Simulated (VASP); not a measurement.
# Au (Pm-3n) in VASP: a series of runs

Runs on Au. Level: PBEsol. Tasks: single point, relaxation of cell and atoms.

Program: VASP 6.6.1. These are calculated values, not measurements. Logs are shortened: lines on timing, memory, paths and dates and some standing lists are left out, and cuts for length are marked.

## (1) The cell of the first run

The structure is cubic, space group Pm-3n (No. 223). The conventional cell has a = 5.199 Å, b = 5.199 Å, c = 5.199 Å, α = 90.00°, β = 90.00°, γ = 90.00°. Within 3.8 Å of Au (site symmetry m-3) lie 12 Au at 2.91 Å. Au (site symmetry -4m2) has 14 Au at 2.60 to 3.18 Å within 3.4 Å.

## (2) Single point, PBEsol

INCAR

```
  PREC = Accurate
  ENCUT = 520
  EDIFF = 1E-6
  ISMEAR = 0
  SIGMA = 0.1
  LREAL = F
  LASPH = T
  NELM = 100
  ALGO = Normal
  ISIF = 2
  LWAVE = F
  LCHARG = F
  GGA = PS
  NBANDS = 54
```

KPOINTS

```
Automatic mesh
0
Gamma
  4 4 4
```

POSCAR

```
Au
1.0
    5.1990950808      0.0000000000      0.0000000000
    0.0000000000      5.1990950808      0.0000000000
    0.0000000000      0.0000000000      5.1990950808
Au
8
Direct
    0.5000000000      0.5000000000      0.5000000000
    0.0000000000      0.0000000000      0.0000000000
    0.2500000000      0.0000000000      0.5000000000
    0.5000000000      0.2500000000      0.0000000000
    0.5000000000      0.7500000000      0.0000000000
    0.7500000000      0.0000000000      0.5000000000
    0.0000000000      0.5000000000      0.7500000000
    0.0000000000      0.5000000000      0.2500000000
```

Potentials or basis: VASP PAW PBE potentials, release 64 (Au).

Run with:

```bash
$ cat potpaw_PBE.64/Au/POTCAR > POTCAR
$ mpirun -np 1 vasp_std > vasp.out
```

OUTCAR:

```text
PREC = Accurate
   ENCUT = 520
   EDIFF = 1E-6
   ISMEAR = 0
   LREAL = F
   LASPH = T
   NELM = 100
   ISIF = 2
   GGA = PS

 ion  position               nearest neighbor table
   1  0.500  0.500  0.500-   3 2.91   4 2.91   5 2.91   6 2.91   7 2.91   8 2.91   4 2.91   5 2.91
                             3 2.91   6 2.91   7 2.91   8 2.91
   2  0.000  0.000  0.000-   3 2.91   4 2.91   5 2.91   6 2.91   7 2.91   8 2.91   3 2.91   6 2.91
                             7 2.91   8 2.91   4 2.91   5 2.91
   3  0.250  0.000  0.500-   6 2.60   6 2.60   1 2.91   2 2.91   1 2.91   2 2.91   4 3.18   5 3.18
                             4 3.18   5 3.18   8 3.18   7 3.18   8 3.18   7 3.18
   4  0.500  0.250  0.000-   5 2.60   5 2.60   1 2.91   1 2.91   2 2.91   2 2.91   3 3.18   6 3.18
                             6 3.18   3 3.18   8 3.18   7 3.18   7 3.18   8 3.18
   5  0.500  0.750  0.000-   4 2.60   4 2.60   1 2.91   1 2.91   2 2.91   2 2.91   3 3.18   6 3.18
                             6 3.18   3 3.18   8 3.18   7 3.18   7 3.18   8 3.18
   6  0.750  0.000  0.500-   3 2.60   3 2.60   1 2.91   2 2.91   1 2.91   2 2.91   4 3.18   5 3.18
                             5 3.18   4 3.18   8 3.18   7 3.18   8 3.18   7 3.18
   7  0.000  0.500  0.750-   8 2.60   8 2.60   1 2.91   2 2.91   2 2.91   1 2.91   3 3.18   4 3.18
                             5 3.18   3 3.18   6 3.18   6 3.18   4 3.18   5 3.18
   8  0.000  0.500  0.250-   7 2.60   7 2.60   1 2.91   2 2.91   2 2.91   1 2.91   3 3.18   4 3.18
                             5 3.18   3 3.18   6 3.18   6 3.18   4 3.18   5 3.18

  LATTYP: Found a simple cubic cell.
 ALAT       =     5.1990950808

  Lattice vectors:

 A1 = (   5.1990950808,   0.0000000000,   0.0000000000)
 A2 = (   0.0000000000,   5.1990950808,   0.0000000000)
 A3 = (   0.0000000000,   0.0000000000,   5.1990950808)

Analysis of symmetry for initial positions (statically):
=====================================================================
 Subroutine PRICEL returns:
 Original cell was already a primitive cell.

 Routine SETGRP: Setting up the symmetry group for a
 simple cubic supercell.

 Subroutine GETGRP returns: Found 48 space group operations
 (whereof 24 operations were pure point group operations)
 out of a pool of 48 trial point group operations.

The static configuration has the point symmetry T_h .
 The point group associated with its full space group is O_h .

Analysis of symmetry for dynamics (positions and initial velocities):
=====================================================================
 Subroutine PRICEL returns:
 Original cell was already a primitive cell.

 Routine SETGRP: Setting up the symmetry group for a
 simple cubic supercell.

 Subroutine GETGRP returns: Found 48 space group operations
 (whereof 24 operations were pure point group operations)
 out of a pool of 48 trial point group operations.

The dynamic configuration has the point symmetry T_h .
 The point group associated with its full space group is O_h .

 Subroutine INISYM returns: Found 48 space group operations
 (whereof 24 operations are pure point group operations),
 and found     1 'primitive' translations

----------------------------------------------------------------------------------------

                                     Primitive cell

  volume of cell :     140.5346

  direct lattice vectors                    reciprocal lattice vectors
     5.199095081  0.000000000  0.000000000     0.192341164  0.000000000  0.000000000
     0.000000000  5.199095081  0.000000000     0.000000000  0.192341164  0.000000000
     0.000000000  0.000000000  5.199095081     0.000000000  0.000000000  0.192341164

  length of vectors
     5.199095081  5.199095081  5.199095081     0.192341164  0.192341164  0.192341164

  position of ions in fractional coordinates (direct lattice)
     0.500000000  0.500000000  0.500000000
     0.000000000  0.000000000  0.000000000
     0.250000000  0.000000000  0.500000000
     0.500000000  0.250000000  0.000000000
     0.500000000  0.750000000  0.000000000
     0.750000000  0.000000000  0.500000000
     0.000000000  0.500000000  0.750000000
     0.000000000  0.500000000  0.250000000

  ion indices of the primitive-cell ions
   primitive index   ion index
                 1           1
                 2           2
                 3           3
                 4           4
                 5           5
                 6           6
                 7           7
                 8           8

----------------------------------------------------------------------------------------

 KPOINTS: Automatic mesh

Automatic generation of k-mesh.
 Grid dimensions read from file:
 generate k-points for:    4    4    4

 Generating k-lattice:

  Cartesian coordinates                     Fractional coordinates (reciprocal lattice)
     0.048085291  0.000000000  0.000000000     0.250000000  0.000000000  0.000000000
     0.000000000  0.048085291  0.000000000     0.000000000  0.250000000  0.000000000
     0.000000000  0.000000000  0.048085291     0.000000000  0.000000000  0.250000000

  Length of vectors
     0.048085291  0.048085291  0.048085291

  Shift w.r.t. Gamma in fractional coordinates (k-lattice)
     0.000000000  0.000000000  0.000000000

 Subroutine IBZKPT returns following result:
 ===========================================

 Found     10 irreducible k-points:

 Following reciprocal coordinates:
            Coordinates               Weight
  0.000000  0.000000  0.000000      1.000000
  0.250000  0.000000  0.000000      6.000000
  0.500000  0.000000  0.000000      3.000000
  0.250000  0.250000  0.000000     12.000000
  0.500000  0.250000  0.000000     12.000000
  0.500000  0.500000  0.000000      3.000000
  0.250000  0.250000  0.250000      8.000000
  0.500000  0.250000  0.250000     12.000000
  0.500000  0.500000  0.250000      6.000000
  0.500000  0.500000  0.500000      1.000000
   k-points           NKPTS =     10   k-points in BZ     NKDIM =     10   number of bands    NBANDS=     54
   number of dos      NEDOS =    301   number of ions     NIONS =      8
   total plane-waves  NPLWV =  64000
   dimension x,y,z NGX =    40 NGY =   40 NGZ =   40
   dimension x,y,z NGXF=    80 NGYF=   80 NGZF=   80
   ions per type =               8
   NGX,Y,Z   is equivalent  to a cutoff of  12.79, 12.79, 12.79 a.u.
   NGXF,Y,Z  is equivalent  to a cutoff of  25.58, 25.58, 25.58 a.u.
 SYSTEM =  unknown system
   PREC   = accura    normal or accurate (medium, high low for compatibility)
   ISTART =      0    job   : 0-new  1-cont  2-samecut
   ICHARG =      2    charge: 1-file 2-atom 10-const
   ISPIN  =      1    spin polarized calculation?
   LNONCOLLINEAR =      F non collinear calculations
   LSORBIT =      F    spin-orbit coupling
   LASPH  =      T    aspherical Exc in radial PAW
   ENCUT  =  520.0 eV  38.22 Ry    6.18 a.u.   9.67  9.67  9.67*2*pi/ulx,y,z
   NELM   =    100;   NELMIN=  2; NELMDL= -5     # of ELM steps
   EDIFF  = 0.1E-05   stopping-criterion for ELM
   LREAL  =      F    real-space projection
   EDIFFG = 0.1E-04   stopping-criterion for IOM
   NSW    =      0    number of steps for IOM
   IBRION =     -1    ionic relax: 0-MD 1-quasi-New 2-CG
   NFREE  =      0    steps in history (QN), initial steepest desc. (CG)
   ISIF   =      2    stress and relaxation
   ISYM   =      2    0-nonsym 1-usesym 2-fastsym
   POTIM  = 0.5000    time-step for ionic-motion
   TEBEG  =    0.0;   TEEND  =   0.0 temperature during run
   PSTRESS=    0.0 pullay stress
   NELECT =      88.0000    total number of electrons
   NUPDOWN=      -1.0000    fix difference up-down
   EMIN   =  10.00;   EMAX   =-10.00  energy-range for DOS
   EFERMI =   0.00;   METHOD = LEGACY
   ISMEAR =     0;   SIGMA  =   0.10  broadening in eV -4-tet -1-fermi 0-gaus
   EFERMI_NEDOS =   21; number of points for ismear=-14 and -15
   IALGO  =     38    algorithm
   IMIX   =      4    mixing-type and parameters
     AMIX     =   0.40;   BMIX     =  1.00
     AMIX_MAG =   1.60;   BMIX_MAG =  1.00
  volume/ion in A,a.u.               =      17.57       118.55
  Fermi-wavevector in a.u.,A,eV,Ry     =   1.400580  2.646713 26.689524  1.961625
  Thomas-Fermi vector in A             =   2.523527
   LORBIT       =      0    0 simple, 1 ext, 2 COOP (PROOUT), +10 PAW based schemes
   GGA     = PS    functional components
   LHFCALC =     F    Hartree Fock is set to
   AEXX    =    0.0000 exact exchange contribution
   IVDW    =     0    specifies the selected vdW correction
   LEPSILON=     F    determine dielectric tensor
   LRPA    =     F    only Hartree local field effects (RPA)
 non-spin polarized calculation
 Gauss-broadening in eV      SIGMA  =   0.10
  energy-cutoff  :      520.00
  volume of cell :      140.53
 maximum number of plane-waves:      3840
 NGX is ok and might be reduce to    40
   NGX = 19   NGY = 19   NGZ = 19

 number of electron      87.9999991 magnetization

 Free energy of the ion-electron system (eV)
  ---------------------------------------------------
  ext. energy  EPLUGINS =         0.00000000
  ---------------------------------------------------
  free energy    TOTEN  =       -30.47403592 eV

  energy without entropy =      -30.46929659  energy(sigma->0) =      -30.47166626

 E-fermi :   8.5757     XC(G=0): -12.6884

 val. band max:        8.4751544812   @ k =   0.5000   0.5000   0.2500
 cond. band min:       9.2805642397   @ k =   0.0000   0.0000   0.0000
 fundamental gap:      0.8054097585
 Fermi energy:         8.5757467114

 k-point     1 :       0.0000    0.0000    0.0000
  band No.  band energies     occupation
      1      -0.8627      2.00000
      2       1.3777      2.00000
      3       1.3777      2.00000
      4       2.4537      2.00000
      5       2.4840      2.00000
      6       2.7285      2.00000
[... 46 lines left out ...]
     53      14.7977      0.00000
     54      15.4827      0.00000

 k-point     2 :       0.2500    0.0000    0.0000
  band No.  band energies     occupation
      1      -0.4311      2.00000
      2       1.2842      2.00000
      3       1.7211      2.00000
      4       2.0128      2.00000
      5       2.6101      2.00000
      6       2.7798      2.00000
[... 46 lines left out ...]
     53      15.3049      0.00000
     54      15.3049      0.00000

 k-point     3 :       0.5000    0.0000    0.0000
  band No.  band energies     occupation
      1       0.6250      2.00000
      2       0.6250      2.00000
      3       1.7984      2.00000
      4       1.7984      2.00000
      5       2.7217      2.00000
      6       2.7217      2.00000
[... 46 lines left out ...]
     53      15.7250      0.00000
     54      15.7250      0.00000

 k-point     4 :       0.2500    0.2500    0.0000
  band No.  band energies     occupation
      1      -0.0089      2.00000
      2       1.4432      2.00000
      3       1.9218      2.00000
      4       2.0182      2.00000
      5       2.4824      2.00000
      6       2.7081      2.00000
[... 46 lines left out ...]
     53      14.3620      0.00000
     54      16.1262      0.00000

 k-point     5 :       0.5000    0.2500    0.0000
  band No.  band energies     occupation
      1       0.9196      2.00000
      2       1.0725      2.00000
      3       1.8788      2.00000
      4       2.0556      2.00000
      5       2.5608      2.00000
      6       2.5632      2.00000
[... 46 lines left out ...]
     53      14.7002      0.00000
     54      15.5613      0.00000

 k-point     6 :       0.5000    0.5000    0.0000
  band No.  band energies     occupation
      1       1.3377      2.00000
      2       1.9251      2.00000
      3       1.9251      2.00000
      4       2.1526      2.00000
      5       2.3107      2.00000
      6       2.3107      2.00000
[... 46 lines left out ...]
     53      17.2679      0.00000
     54      17.5798      0.00000

 k-point     7 :       0.2500    0.2500    0.2500
  band No.  band energies     occupation
      1       0.4081      2.00000
      2       1.8758      2.00000
      3       1.8758      2.00000
      4       2.1061      2.00000
      5       2.5360      2.00000
      6       2.5360      2.00000
[... 46 lines left out ...]
     53      16.4090      0.00000
     54      16.6540      0.00000

 k-point     8 :       0.5000    0.2500    0.2500
  band No.  band energies     occupation
      1       1.3769      2.00000
      2       1.3769      2.00000
      3       2.1608      2.00000
      4       2.1608      2.00000
      5       2.5707      2.00000
      6       2.5707      2.00000
[... 46 lines left out ...]
     53      17.3686      0.00000
     54      17.3686      0.00000

 k-point     9 :       0.5000    0.5000    0.2500
  band No.  band energies     occupation
      1       1.9064      2.00000
      2       2.1662      2.00000
      3       2.1662      2.00000
      4       2.2095      2.00000
      5       2.4298      2.00000
      6       2.4856      2.00000
[... 46 lines left out ...]
     53      17.6002      0.00000
     54      18.5028      0.00000

 k-point    10 :       0.5000    0.5000    0.5000
  band No.  band energies     occupation
      1       2.5203      2.00000
      2       2.5203      2.00000
      3       2.5203      2.00000
      4       2.5203      2.00000
      5       2.5203      2.00000
      6       2.5203      2.00000
[... 46 lines left out ...]
     53      17.8708      0.00000
     54      17.8709      0.00000

------------------------ aborting loop because EDIFF is reached ----------------------------------------

  FORCE on cell =-STRESS in cart. coord.  units (eV):
  Direction    XX          YY          ZZ          XY          YZ          ZX
  --------------------------------------------------------------------------------------
  -------------------------------------------------------------------------------------
  Total       -0.2384448     -0.2384448     -0.2384448      0.0000000     -0.0000000     -0.0000000
  in kB       -2.7184107     -2.7184107     -2.7184107      0.0000000     -0.0000000     -0.0000000
  external PRESSURE =      -2.7184107 kB  Pullay stress =       0.0000000 kB

 VOLUME and BASIS-vectors are now :
 -----------------------------------------------------------------------------
  energy-cutoff  :      520.00
  volume of cell :      140.53
      direct lattice vectors                 reciprocal lattice vectors
     5.199095081  0.000000000  0.000000000     0.192341164  0.000000000  0.000000000
     0.000000000  5.199095081  0.000000000     0.000000000  0.192341164  0.000000000
     0.000000000  0.000000000  5.199095081     0.000000000  0.000000000  0.192341164

 POSITION                                       TOTAL-FORCE (eV/Angst)
 -----------------------------------------------------------------------------------
      2.59955      2.59955      2.59955        -0.000000      0.000000      0.000000
      0.00000      0.00000      0.00000        -0.000000      0.000000      0.000000
      1.29977      0.00000      2.59955         0.000000     -0.000000     -0.000000
      2.59955      1.29977      0.00000         0.000000      0.000000     -0.000000
      2.59955      3.89932      0.00000        -0.000000     -0.000000      0.000000
      3.89932      0.00000      2.59955        -0.000000      0.000000      0.000000
      0.00000      2.59955      3.89932        -0.000000      0.000000      0.000000
      0.00000      2.59955      1.29977         0.000000      0.000000     -0.000000
 -----------------------------------------------------------------------------------
    total drift:                               -0.000000     -0.000000      0.000000

  FREE ENERGIE OF THE ION-ELECTRON SYSTEM (eV)
  ---------------------------------------------------
  free  energy   TOTEN  =       -30.4740359227 eV

  energy  without entropy=      -30.4692965873  energy(sigma->0) =      -30.47166626
```

It took 30 s on 1 thread of Intel Xeon 6975P-C (Granite Rapids), shared host; peak memory 0.25 GiB.

What came out:

```yaml
Free_energy: -30.4740 eV
Pressure: -0.3 GPa
Band_gap_on_the_k_mesh: zero (bands 44 and 45 overlap by 2.19 eV)
```

Caveat: the PAW data sets were made with another functional, which shifts forces and pressure a little; spin-orbit coupling is left out, which moves the levels of the heavy elements.

## (3) Relaxation of cell and atoms, PBEsol

This run uses another cell than the first one, of 18.39 Å³/atom.

INCAR

```
PREC = Accurate
ENCUT = 600
EDIFF = 1E-6
ISMEAR = 0
SIGMA = 0.1
LREAL = False
LASPH = True
NELM = 80
ALGO = Fast
ISIF = 3
LWAVE = False
LCHARG = False
GGA = PS
IBRION = 2
NSW = 90
EDIFFG = -0.04
```

KPOINTS

```
regular mesh
0
Gamma
  4 4 4
```

POSCAR: that of step 2 with these lines changed.

```diff
@@ -2,5 +2,5 @@
 1.0
-    5.1990950808      0.0000000000      0.0000000000
-    0.0000000000      5.1990950808      0.0000000000
-    0.0000000000      0.0000000000      5.1990950808
+    5.2790342348      0.0000000000      0.0000000000
+    0.0000000000      5.2790342348      0.0000000000
+    0.0000000000      0.0000000000      5.2790342348
 Au
```

Potentials or basis: VASP PAW PBE potentials, release 64 (Au).

Run with:

```bash
$ cat potpaw_PBE.64/Au/POTCAR > POTCAR
$ mpirun -np 1 vasp_std > vasp.out
```

Wall time 2.1 min (1 thread of Intel Xeon 6975P-C (Granite Rapids), shared host); peak memory 0.3 GiB.

Results (log left out):

```yaml
Free_energy: -30.4735 eV
Relaxed_volume: 17.56 Å³/atom
Relaxed_cell: a = 5.199 Å, b = 5.199 Å, c = 5.199 Å, α = 90.00°, β = 90.00°, γ = 90.00°
Space_group_after_relaxing_to_0.1_Å: Pm-3n (No. 223)
Energy_gained_by_relaxing: 18.2 meV/atom
Ionic_steps: 3
Pressure_after_relaxing: -0.1 GPa
Band_gap_on_the_k_mesh: zero (bands 44 and 45 overlap by 2.19 eV)
```

The path:
```csv
step,energy change (eV),largest force (eV/Å),pressure (GPa),volume (Å³)
1,0.0000,0.0000,-6.55,147.12
2,0.1683,0.0000,12.44,131.69
3,-0.1459,0.0000,-0.09,140.49
```

Final structure:
```xyz
8
Lattice="5.1985 0.0000 0.0000 0.0000 5.1985 0.0000 0.0000 0.0000 5.1985" Properties=species:S:1:pos:R:3 pbc="T T T"
Au    2.5993    2.5993    2.5993
Au    0.0000    0.0000    0.0000
Au    1.2996    0.0000    2.5993
Au    2.5993    1.2996    0.0000
Au    2.5993    3.8989    0.0000
Au    3.8989    0.0000    2.5993
Au    0.0000    2.5993    3.8989
Au    0.0000    2.5993    1.2996
```

Levels at points of the mesh, in eV from the Fermi level:
```tsv
k point	band 41	band 42	band 43	band 44	band 45	band 46	band 47	band 48
(0.00, 0.00, 0.00)	-1.65	0.70	0.70	0.70	1.22	1.22	1.36	4.67
(0.50, 0.00, 0.00)	-1.27	-1.27	1.11	1.11	1.34	1.34	2.22	2.22
(0.50, 0.50, 0.00)	-1.69	-1.57	-1.57	-1.13	1.28	1.73	3.27	3.27
(0.50, 0.50, 0.50)	-1.08	-1.08	-1.08	-1.08	-1.08	-1.08	-0.77	-0.77
```

Caveat: the PAW data sets were made with another functional, which shifts forces and pressure a little; spin-orbit coupling is left out, which moves the levels of the heavy elements.
